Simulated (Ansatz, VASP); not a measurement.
**Ba: VASP beside Ansatz**

```xyz
1
Lattice="-2.3789 2.3789 2.3789 2.3789 -2.3789 2.3789 2.3789 2.3789 -2.3789" Properties=species:S:1:pos:R:3 pbc="T T T"
Ba    0.0000    0.0000    0.0000
```

Alike in both runs: task single point; functional LDA; k mesh 6 × 6 × 6; occupations fermi-dirac, width 0.1 eV; no spin polarisation.

```csv
,VASP,Ansatz
version,VASP 6.6.1,Ansatz 0.2.0
potentials or method,"VASP PAW LDA potentials, release 64 (Ba_sv), cutoff 520 eV","plane waves (420 eV) with PAW, scalar-relativistic"
valence electrons in the cell,10,10
```

|  | VASP | Ansatz | Ansatz less VASP |
| --- | --- | --- | --- |
| pressure (GPa) | 0.2 | 0.1 | -0.10 |

Ansatz warns that its potentials were made for another functional, while VASP's fit it. LDA's correlation is that of Perdew and Zunger in VASP and of Perdew and Wang (1992) in Ansatz.

Spin-orbit coupling is off throughout.
